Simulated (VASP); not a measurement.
# Li2O (Fm-3m) in VASP: notebook

Li2O is run at these levels: r2SCAN; tasks: single point.

All numbers are computed with VASP 6.6.1; they aren't measurements. Logs are shortened: lines on timing, memory, paths and dates and some standing lists are left out, and cuts for length are marked.

### 1 The cell of the first run

Symmetry: Fm-3m, No. 225, cubic system. The conventional cell has a = 4.618 Å, b = 4.618 Å, c = 4.618 Å, α = 90.00°, β = 90.00°, γ = 90.00°. Within 2.6 Å of O (site symmetry m-3m) lie 8 Li at 2.00 Å. Li (site symmetry -43m) has 4 O at 2.00 Å and 6 Li at 2.31 Å within 2.6 Å.

### 2 Single point, r2SCAN (8.21 Å³/atom)

Contents of POSCAR:

```
Li2O
1.0
    0.0000000000      2.3090072439      2.3090072439
    2.3090072439      0.0000000000      2.3090072439
    2.3090072439      2.3090072439      0.0000000000
O Li
1 2
Direct
    0.0000000000      0.0000000000      0.0000000000
    0.2500000000      0.2500000000      0.2500000000
    0.7500000000      0.7500000000      0.7500000000
```

Contents of INCAR.step1:

```
PREC     = Accurate       # precision mode
ENCUT    = 830            # plane-wave cutoff, eV
ISMEAR   = 0              # smearing method
SIGMA    = 0.01           # smearing width, eV
LREAL    = False          # projectors in reciprocal space
LASPH    = True           # aspherical terms in the spheres
NELM     = 120            # most SCF steps
NBANDS   = 13             # bands
GGA      = PE             # functional
ALGO     = Normal         # electronic algorithm
EDIFF    = 1E-5           # SCF threshold, eV
LWAVE    = True           # write WAVECAR
LCHARG   = False          # write CHGCAR
GGA_COMPAT= False
```

Contents of INCAR.step2:

```
PREC     = Accurate       # precision mode
ENCUT    = 830            # plane-wave cutoff, eV
EDIFF    = 1E-6           # SCF threshold, eV
ISMEAR   = 0              # smearing method
SIGMA    = 0.01           # smearing width, eV
LREAL    = False          # projectors in reciprocal space
LASPH    = True           # aspherical terms in the spheres
NELM     = 120            # most SCF steps
ALGO     = Normal         # electronic algorithm
ISIF     = 2              # what is computed and relaxed
LWAVE    = False          # write WAVECAR
LCHARG   = False          # write CHGCAR
METAGGA  = R2SCAN         # meta-GGA
LMIXTAU  = True         
NBANDS   = 13             # bands
ISTART   = 1            
GGA_COMPAT= False
```

Contents of KPOINTS:

```
Automatic mesh
0
Gamma
  8 8 8
```

Potentials or basis: VASP PAW PBE potentials, release 64 (O, Li_sv).

Run with:

```bash
$ cat potpaw_PBE.64/O/POTCAR potpaw_PBE.64/Li_sv/POTCAR > POTCAR
$ cp INCAR.step1 INCAR
$ mpirun -np 1 vasp_std > vasp.out
$ cp INCAR.step2 INCAR
$ mpirun -np 1 vasp_std > vasp.out
```

OUTCAR:

```text
PREC = Accurate
   ENCUT = 830
   EDIFF = 1E-6
   ISMEAR = 0
   LREAL = False
   LASPH = True
   NELM = 120
   ISIF = 2
   METAGGA = R2SCAN
   ISTART = 1

 ion  position               nearest neighbor table
   1  0.000  0.000  0.000-   3 2.00   3 2.00   3 2.00   2 2.00   3 2.00   2 2.00   2 2.00   2 2.00

   2  0.250  0.250  0.250-   1 2.00   1 2.00   1 2.00   1 2.00   3 2.31   3 2.31   3 2.31   3 2.31
                             3 2.31   3 2.31
   3  0.750  0.750  0.750-   1 2.00   1 2.00   1 2.00   1 2.00   2 2.31   2 2.31   2 2.31   2 2.31
                             2 2.31   2 2.31

  LATTYP: Found a face centered cubic cell.
 ALAT       =     4.6180144878

  Lattice vectors:

 A1 = (   0.0000000000,   2.3090072439,   2.3090072439)
 A2 = (   2.3090072439,   0.0000000000,   2.3090072439)
 A3 = (   2.3090072439,   2.3090072439,   0.0000000000)

Analysis of symmetry for initial positions (statically):
=====================================================================
 Subroutine PRICEL returns:
 Original cell was already a primitive cell.

 Routine SETGRP: Setting up the symmetry group for a
 face centered cubic supercell.

 Subroutine GETGRP returns: Found 48 space group operations
 (whereof 48 operations were pure point group operations)
 out of a pool of 48 trial point group operations.

The static configuration has the point symmetry O_h .

Analysis of symmetry for dynamics (positions and initial velocities):
=====================================================================
 Subroutine PRICEL returns:
 Original cell was already a primitive cell.

 Routine SETGRP: Setting up the symmetry group for a
 face centered cubic supercell.

 Subroutine GETGRP returns: Found 48 space group operations
 (whereof 48 operations were pure point group operations)
 out of a pool of 48 trial point group operations.

The dynamic configuration has the point symmetry O_h .

 Subroutine INISYM returns: Found 48 space group operations
 (whereof 48 operations are pure point group operations),
 and found     1 'primitive' translations

----------------------------------------------------------------------------------------

                                     Primitive cell

  volume of cell :      24.6210

  direct lattice vectors                    reciprocal lattice vectors
     0.000000000  2.309007244  2.309007244    -0.216543279  0.216543279  0.216543279
     2.309007244  0.000000000  2.309007244     0.216543279 -0.216543279  0.216543279
     2.309007244  2.309007244  0.000000000     0.216543279  0.216543279 -0.216543279

  length of vectors
     3.265429360  3.265429360  3.265429360     0.375063961  0.375063961  0.375063961

  position of ions in fractional coordinates (direct lattice)
     0.000000000  0.000000000  0.000000000
     0.250000000  0.250000000  0.250000000
     0.750000000  0.750000000  0.750000000

  ion indices of the primitive-cell ions
   primitive index   ion index
                 1           1
                 2           2
                 3           3

----------------------------------------------------------------------------------------

 KPOINTS: Automatic mesh

Automatic generation of k-mesh.
 Grid dimensions read from file:
 generate k-points for:    8    8    8

 Generating k-lattice:

  Cartesian coordinates                     Fractional coordinates (reciprocal lattice)
    -0.027067910  0.027067910  0.027067910     0.125000000  0.000000000  0.000000000
     0.027067910 -0.027067910  0.027067910     0.000000000  0.125000000  0.000000000
     0.027067910  0.027067910 -0.027067910     0.000000000  0.000000000  0.125000000

  Length of vectors
     0.046882995  0.046882995  0.046882995

  Shift w.r.t. Gamma in fractional coordinates (k-lattice)
     0.000000000  0.000000000  0.000000000

 Subroutine IBZKPT returns following result:
 ===========================================

 Found     29 irreducible k-points:

 Following reciprocal coordinates:
            Coordinates               Weight
  0.000000  0.000000  0.000000      1.000000
  0.125000  0.000000  0.000000      8.000000
  0.250000  0.000000  0.000000      8.000000
  0.375000  0.000000  0.000000      8.000000
  0.500000  0.000000  0.000000      4.000000
  0.125000  0.125000  0.000000      6.000000
[... 16 lines left out ...]
  0.500000  0.250000  0.125000     48.000000
 -0.375000  0.250000  0.125000     24.000000
 [... further k-points ...]
   k-points           NKPTS =     29   k-points in BZ     NKDIM =     29   number of bands    NBANDS=     13
   number of dos      NEDOS =    301   number of ions     NIONS =      3
   total plane-waves  NPLWV =  32768
   dimension x,y,z NGX =    32 NGY =   32 NGZ =   32
   dimension x,y,z NGXF=    64 NGYF=   64 NGZF=   64
   ions per type =               1   2
   NGX,Y,Z   is equivalent  to a cutoff of  16.29, 16.29, 16.29 a.u.
   NGXF,Y,Z  is equivalent  to a cutoff of  32.58, 32.58, 32.58 a.u.
 SYSTEM =  unknown system
   PREC   = accura    normal or accurate (medium, high low for compatibility)
   ISTART =      1    job   : 0-new  1-cont  2-samecut
   ICHARG =      0    charge: 1-file 2-atom 10-const
   ISPIN  =      1    spin polarized calculation?
   LNONCOLLINEAR =      F non collinear calculations
   LSORBIT =      F    spin-orbit coupling
   LASPH  =      T    aspherical Exc in radial PAW
   ENCUT  =  830.0 eV  61.00 Ry    7.81 a.u.   7.67  7.67  7.67*2*pi/ulx,y,z
   NELM   =    120;   NELMIN=  2; NELMDL=  0     # of ELM steps
   EDIFF  = 0.1E-05   stopping-criterion for ELM
   LREAL  =      F    real-space projection
   EDIFFG = 0.1E-04   stopping-criterion for IOM
   NSW    =      0    number of steps for IOM
   IBRION =     -1    ionic relax: 0-MD 1-quasi-New 2-CG
   NFREE  =      0    steps in history (QN), initial steepest desc. (CG)
   ISIF   =      2    stress and relaxation
   ISYM   =      2    0-nonsym 1-usesym 2-fastsym
   POTIM  = 0.5000    time-step for ionic-motion
   TEBEG  =    0.0;   TEEND  =   0.0 temperature during run
   PSTRESS=    0.0 pullay stress
   NELECT =      12.0000    total number of electrons
   NUPDOWN=      -1.0000    fix difference up-down
   EMIN   =  10.00;   EMAX   =-10.00  energy-range for DOS
   EFERMI =   0.00;   METHOD = LEGACY
   ISMEAR =     0;   SIGMA  =   0.01  broadening in eV -4-tet -1-fermi 0-gaus
   EFERMI_NEDOS =   21; number of points for ismear=-14 and -15
   IALGO  =     38    algorithm
   IMIX   =      4    mixing-type and parameters
     AMIX     =   0.40;   BMIX     =  1.00
     AMIX_MAG =   1.60;   BMIX_MAG =  1.00
  volume/ion in A,a.u.               =       8.21        55.38
  Fermi-wavevector in a.u.,A,eV,Ry     =   1.288348  2.434625 22.583512  1.659841
  Thomas-Fermi vector in A             =   2.420307
   LORBIT       =      0    0 simple, 1 ext, 2 COOP (PROOUT), +10 PAW based schemes
   METAGGA = R2SCAN    functional components
   LHFCALC =     F    Hartree Fock is set to
   AEXX    =    0.0000 exact exchange contribution
   IVDW    =     0    specifies the selected vdW correction
   LEPSILON=     F    determine dielectric tensor
   LRPA    =     F    only Hartree local field effects (RPA)
 non-spin polarized calculation
 Gauss-broadening in eV      SIGMA  =   0.01
  energy-cutoff  :      830.00
  volume of cell :       24.62
 maximum number of plane-waves:      1363
   NGX = 15   NGY = 15   NGZ = 15

 number of electron      12.0000000 magnetization

 Free energy of the ion-electron system (eV)
  ---------------------------------------------------
  ext. energy  EPLUGINS =         0.00000000
  ---------------------------------------------------
  free energy    TOTEN  =       -16.83794344 eV

  energy without entropy =      -16.83794344  energy(sigma->0) =      -16.83794344

 E-fermi :   1.1413     XC(G=0): -10.2755

 val. band max:        0.9322537777   @ k =   0.0000   0.0000   0.0000
 cond. band min:       6.6031195489   @ k =   0.5000   0.5000   0.0000
 fundamental gap:      5.6708657711
 Fermi energy:         1.1412640591

 k-point     1 :       0.0000    0.0000    0.0000
  band No.  band energies     occupation
      1     -43.3385      2.00000
      2     -43.0194      2.00000
      3     -15.4433      2.00000
      4       0.9323      2.00000
      5       0.9323      2.00000
      6       0.9323      2.00000
      7       7.0212      0.00000
      8      14.0280      0.00000
      9      14.0280      0.00000
     10      14.0280      0.00000
     11      21.1432      0.00000
     12      21.1432      0.00000
     13      21.1432      0.00000

 k-point     2 :       0.1250    0.0000    0.0000
  band No.  band energies     occupation
      1     -43.3243      2.00000
      2     -43.0297      2.00000
      3     -15.4156      2.00000
      4       0.4390      2.00000
      5       0.8612      2.00000
      6       0.8612      2.00000
      7       7.4311      0.00000
      8      14.0386      0.00000
      9      14.2454      0.00000
     10      14.2454      0.00000
     11      19.6700      0.00000
     12      19.6700      0.00000
     13      21.6720      0.00000

 k-point     3 :       0.2500    0.0000    0.0000
  band No.  band energies     occupation
      1     -43.2848      2.00000
      2     -43.0598      2.00000
      3     -15.3456      2.00000
      4      -0.5849      2.00000
      5       0.6988      2.00000
      6       0.6988      2.00000
      7       8.4406      0.00000
      8      13.7751      0.00000
      9      14.4579      0.00000
     10      14.4579      0.00000
     11      18.8756      0.00000
     12      18.8756      0.00000
     13      23.0070      0.00000
[... 305 lines left out ...]
 k-point    23 :       0.5000    0.2500    0.1250
  band No.  band energies     occupation
      1     -43.2134      2.00000
      2     -43.1160      2.00000
      3     -15.2372      2.00000
      4      -1.2424      2.00000
      5      -0.0871      2.00000
      6       0.2975      2.00000
      7       9.1837      0.00000
      8      12.6800      0.00000
      9      15.1540      0.00000
     10      15.5740      0.00000
     11      18.0152      0.00000
     12      21.6695      0.00000
     13      24.8007      0.00000

 k-point    24 :      -0.3750    0.2500    0.1250
  band No.  band energies     occupation
      1     -43.1635      2.00000
      2     -43.1628      2.00000
      3     -15.2115      2.00000
      4      -1.4860      2.00000
      5      -0.0596      2.00000
      6       0.1320      2.00000
      7       9.6539      0.00000
      8      12.2024      0.00000
      9      15.0799      0.00000
     10      15.4940      0.00000
     11      19.8611      0.00000
     12      20.2627      0.00000
     13      25.4610      0.00000

 [... further k-points ...]

------------------------ aborting loop because EDIFF is reached ----------------------------------------

  FORCE on cell =-STRESS in cart. coord.  units (eV):
  Direction    XX          YY          ZZ          XY          YZ          ZX
  --------------------------------------------------------------------------------------
  -------------------------------------------------------------------------------------
  Total       -0.3814579     -0.3814579     -0.3814579      0.0000000      0.0000000      0.0000000
  in kB      -24.8228301    -24.8228301    -24.8228301      0.0000000      0.0000000      0.0000000
  external PRESSURE =     -24.8228301 kB  Pullay stress =       0.0000000 kB

 VOLUME and BASIS-vectors are now :
 -----------------------------------------------------------------------------
  energy-cutoff  :      830.00
  volume of cell :       24.62
      direct lattice vectors                 reciprocal lattice vectors
     0.000000000  2.309007244  2.309007244    -0.216543279  0.216543279  0.216543279
     2.309007244  0.000000000  2.309007244     0.216543279 -0.216543279  0.216543279
     2.309007244  2.309007244  0.000000000     0.216543279  0.216543279 -0.216543279

 POSITION                                       TOTAL-FORCE (eV/Angst)
 -----------------------------------------------------------------------------------
      0.00000      0.00000      0.00000         0.000000     -0.000000      0.000000
      1.15450      1.15450      1.15450        -0.000000     -0.000000     -0.000000
      3.46351      3.46351      3.46351        -0.000000      0.000000      0.000000
 -----------------------------------------------------------------------------------
    total drift:                                0.000000     -0.000000      0.000000

  FREE ENERGIE OF THE ION-ELECTRON SYSTEM (eV)
  ---------------------------------------------------
  free  energy   TOTEN  =       -16.8379434400 eV

  energy  without entropy=      -16.8379434400  energy(sigma->0) =      -16.83794344
```

It took 82 s on 1 thread of Intel Xeon Platinum 8259CL at 2.50GHz (Skylake/Cascade Lake), shared host; peak memory 0.18 GiB.

What came out:

* Free energy: -16.8379 eV
* Pressure: -2.5 GPa
* Band gap on the k mesh: 5.67 eV (least direct gap 6.09 eV)

Caveat: the PAW data sets were made with another functional, which shifts forces and pressure a little. A k mesh can miss the band edges.

### 3 Single point, r2SCAN (8.45 Å³/atom)

This run uses another cell than the first one, of 8.45 Å³/atom.

Contents of POSCAR:

```
Li2O
1.0
    0.0000000000      2.3312105987      2.3312105987
    2.3312105987      0.0000000000      2.3312105987
    2.3312105987      2.3312105987      0.0000000000
O Li
1 2
Direct
    0.0000000000      0.0000000000      0.0000000000
    0.2500000000      0.2500000000      0.2500000000
    0.7500000000      0.7500000000      0.7500000000
```

Contents of INCAR.step1:

```
SYSTEM = Li2O
  ALGO = Normal
  EDIFF = 1E-5
  ENCUT = 830
  GGA = PE
  GGA_COMPAT = .FALSE.
  ISMEAR = 0
  LASPH = .TRUE.
  LCHARG = .FALSE.
  LREAL = .FALSE.
  LWAVE = .TRUE.
  NBANDS = 13
  NELM = 120
  PREC = Accurate
  SIGMA = 0.01
```

Contents of INCAR.step2:

```
SYSTEM = Li2O
  ALGO = Normal
  EDIFF = 1E-6
  ENCUT = 830
  GGA_COMPAT = .FALSE.
  ISIF = 2
  ISMEAR = 0
  ISTART = 1
  LASPH = .TRUE.
  LCHARG = .FALSE.
  LMIXTAU = .TRUE.
  LREAL = .FALSE.
  LWAVE = .FALSE.
  METAGGA = R2SCAN
  NBANDS = 13
  NELM = 120
  PREC = Accurate
  SIGMA = 0.01
```

Contents of KPOINTS:

```
k-points
0
G
  8 8 8
  0 0 0
```

Potentials or basis: VASP PAW PBE potentials, release 64 (O, Li_sv).

Run with:

```bash
$ cat potpaw_PBE.64/O/POTCAR potpaw_PBE.64/Li_sv/POTCAR > POTCAR
$ cp INCAR.step1 INCAR
$ mpirun -np 1 vasp_std > vasp.out
$ cp INCAR.step2 INCAR
$ mpirun -np 1 vasp_std > vasp.out
```

Wall time 82 s (1 thread of Intel Xeon Platinum 8259CL at 2.50GHz (Skylake/Cascade Lake), shared host); peak memory 0.18 GiB.

Results (log left out):

| Quantity | Value |
| --- | --- |
| Free energy | -16.8230 eV |
| Pressure | -5.0 GPa |
| Band gap on the k mesh | 5.61 eV (least direct gap 5.85 eV) |

Levels at points of the mesh, in eV from the valence-band top:
| k point | band 4 | band 5 | band 6 | band 7 | band 8 | band 9 |
| --- | --- | --- | --- | --- | --- | --- |
| (0.00, 0.00, 0.00) | 0.00 | 0.00 | 0.00 | 5.85 | 12.91 | 12.91 |
| (0.50, 0.00, 0.00) | -2.67 | -0.43 | -0.43 | 9.88 | 10.52 | 12.89 |
| (0.50, 0.50, 0.00) | -1.55 | -1.33 | -1.33 | 5.61 | 14.46 | 14.46 |

Caveat: the cell stands under tension; the PAW data sets were made with another functional, which shifts forces and pressure a little. A k mesh can miss the band edges.
